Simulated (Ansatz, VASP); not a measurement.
# GePt in VASP and in Ansatz

```
Ge Pt
1.0
     5.69364    0.00000    0.00000
     0.00000    3.69258    0.00000
     0.00000    0.00000    6.03204
Ge Pt
4 4
Direct
  0.18534 0.25000 0.58922
  0.31466 0.75000 0.08922
  0.68534 0.25000 0.91078
  0.81466 0.75000 0.41078
  0.00056 0.25000 0.19110
  0.49944 0.75000 0.69110
  0.50056 0.25000 0.30890
  0.99944 0.75000 0.80890
```

Alike in both runs: functional LDA; k mesh 5 × 8 × 5; occupations fermi-dirac, width 0.1 eV; no spin polarisation.

Ansatz relaxed the structure, and its values are those at the end. VASP's run is a single point on that final structure, the one shown.

|  | VASP | Ansatz |
| --- | --- | --- |
| version | VASP 6.6.1 | Ansatz 0.2.0 |
| potentials or method | VASP PAW LDA potentials, release 64 (Ge_d, Pt), cutoff 520 eV | PAW plane waves |
| valence electrons in the cell | 96 | 128 |

```csv
,VASP,Ansatz,Ansatz less VASP
gap on the k mesh at the Fermi level (eV),none,none,-
pressure (GPa),0.7,0.0,-0.70
rms of the force components (eV/Å),0.011,0.001,-0.0102
```

Ansatz warns that its potentials were made for another functional, while VASP's fit it. LDA's correlation is that of Perdew and Zunger in VASP and of Perdew and Wang (1992) in Ansatz. A gap of «none» marks a metal or a gap that the smearing closes. VASP's potentials hold 96 valence electrons a cell and Ansatz's 128, so a difference there can come from the potentials and not from the codes.

Neither program's run includes spin-orbit coupling.
